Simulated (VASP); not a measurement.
**TaN: single point with PBEsol**

Crystal: TaN.

```
Ta N
1.0
     0.00000    2.49114    2.49114
     2.49114    0.00000    2.49114
     2.49114    2.49114    0.00000
Ta N
1 1
Direct
  0.00000 0.00000 0.00000
  0.25000 0.25000 0.25000
```

```
Program                : VASP 6.6.1
Task                   : single point
Functional             : PBEsol
Potentials or basis    : VASP PAW PBE potentials, release 64 (Ta_pv, N)
Cutoff                 : 520 eV
k mesh                 : 9 × 9 × 9
Occupations            : fermi-dirac, width 0.05 eV
Spin                   : no spin polarisation
Dipole correction      : no
Further INCAR settings : ALGO = Normal; EDIFF = 1e-06; NBANDS = 15
```

```
Pressure               : -30.6 GPa
Band gap on the k mesh : zero (band 8 reaches 5.81 eV, above the bottom of band 9 at 5.28 eV)
```

Levels at points of the mesh, in eV from the Fermi level:
| k point | band 5 | band 6 | band 7 | band 8 | band 9 | band 10 | band 11 | band 12 |
| --- | --- | --- | --- | --- | --- | --- | --- | --- |
| (0.00, 0.00, 0.00) | -6.04 | -6.04 | -6.04 | -1.28 | 0.39 | 0.39 | 4.94 | 4.94 |

Wall time 18 s on 1 thread of Intel Xeon 6975P-C, on a shared host, peak memory 0.17 GiB.

Caveat: the PAW data sets were made with another functional, which shifts forces and pressure a little; spin-orbit coupling is left out, which moves the levels of the heavy elements.
